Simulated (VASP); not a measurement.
Here is a VASP 6.6.1 calculation.

Contents of POSCAR:

```
Rh
1.0
    0.0000000000      1.8635190000      1.9015500000
    1.9015500000      0.0000000000      1.9015500000
    1.9015500000      1.8635190000      0.0000000000
Rh
1
Direct
    0.0000000000      0.0000000000      0.0000000000
```

INCAR.step1

```
SYSTEM = Rh
  PREC = Accurate
  ENCUT = 520
  ISMEAR = 0
  SIGMA = 0.15
  LREAL = .False.
  LASPH = .True.
  NELM = 60
  NBANDS = 14
  GGA = PE
  ALGO = Normal
  EDIFF = 1E-4
  LWAVE = .True.
  LCHARG = .False.
```

INCAR.step2

```
SYSTEM = Rh
  PREC = Accurate
  ENCUT = 520
  EDIFF = 1E-7
  ISMEAR = 0
  SIGMA = 0.15
  LREAL = .False.
  LASPH = .True.
  NELM = 60
  ALGO = Normal
  ISIF = 2
  LWAVE = .False.
  LCHARG = .False.
  METAGGA = R2SCAN
  LMIXTAU = .True.
  NBANDS = 14
  ISTART = 1
```

The input KPOINTS:

```
regular mesh
0
Gamma
  22 22 22
  0 0 0
```

Potentials or basis: VASP PAW PBE potentials, release 64 (Rh_pv).

Launch:

```sh
$ cat potpaw_PBE.64/Rh_pv/POTCAR > POTCAR
$ cp INCAR.step1 INCAR
$ mpirun -np 1 vasp_std > vasp.out
$ cp INCAR.step2 INCAR
$ mpirun -np 1 vasp_std > vasp.out
```

(1) What does it give for the pressure?

## Answers

(1) 6.7 GPa.

Caveat: the cell differs from its parent crystal (strain -0.0200 x Voigt [0, 1, 0, 0, 0, 0]); the PAW data sets were made with another functional, which shifts forces and pressure a little.
